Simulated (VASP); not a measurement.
Write the native input for VASP 6.6.1 that does the following.

- Task: single point
- Functional: HSE06
- Potentials or basis: VASP PAW PBE potentials, release 64 (Zn, S)
- Cutoff: 520 eV
- k mesh: 6 × 6 × 6
- Occupations: gaussian, width 0.02 eV
- Spin: no spin polarisation
- Dipole correction: no
- Grid for exact exchange (PRECFOCK): Normal
- Further INCAR settings: ALGO = Normal; EDIFF = 1e-06; NBANDS = 16
- Share of exact exchange: 0.25
- Screening parameter: 0.2079 1/Å

Crystal: ZnS.

```
CELL_PARAMETERS angstrom
0.00000 2.72148 2.72148
2.72148 0.00000 2.72148
2.72148 2.72148 0.00000
ATOMIC_POSITIONS crystal
Zn 0.25000 0.25000 0.25000
S 0.00000 0.00000 0.00000
```

The input as run:

POSCAR

```
ZnS
1.0
    0.0000000000      2.7214810264      2.7214810264
    2.7214810264      0.0000000000      2.7214810264
    2.7214810264      2.7214810264      0.0000000000
Zn S
1 1
Direct
    0.2500000000      0.2500000000      0.2500000000
    0.0000000000      0.0000000000      0.0000000000
```

INCAR.step1

```
  PREC = Accurate
  ENCUT = 520
  EDIFF = 1E-5
  ISMEAR = 0
  SIGMA = 0.02
  LREAL = F
  LASPH = T
  NELM = 80
  ALGO = Normal
  ISIF = 2
  LWAVE = T
  NBANDS = 16
  GGA = PE
```

INCAR.step2

```
  PREC = Accurate
  ENCUT = 520
  EDIFF = 1E-6
  ISMEAR = 0
  SIGMA = 0.02
  LREAL = F
  LASPH = T
  NELM = 80
  ALGO = Normal
  ISIF = 2
  LWAVE = F
  LCHARG = T
  GGA = PE
  LHFCALC = T
  HFSCREEN = 0.2079
  PRECFOCK = Normal
  LELF = T
  LVHAR = T
  NBANDS = 16
  ISTART = 1
```

KPOINTS

```
regular mesh
0
Gamma
  6 6 6
```

Potentials or basis: VASP PAW PBE potentials, release 64 (Zn, S).

Run with:

```bash
$ cat potpaw_PBE.64/Zn/POTCAR potpaw_PBE.64/S/POTCAR > POTCAR
$ cp INCAR.step1 INCAR
$ mpirun -np 1 vasp_std > vasp.out
$ cp INCAR.step2 INCAR
$ mpirun -np 1 vasp_std > vasp.out
```

It gave:

* Pressure: -0.7 GPa
* Band gap on the k mesh: 3.22 eV

Caveat: the PAW data sets were made with another functional, which shifts forces and pressure a little.

Wall time 29 min on 1 thread of Intel(R) Xeon(R) Platinum 8488C (Sapphire Rapids), on a shared host, peak memory 0.29 GiB.
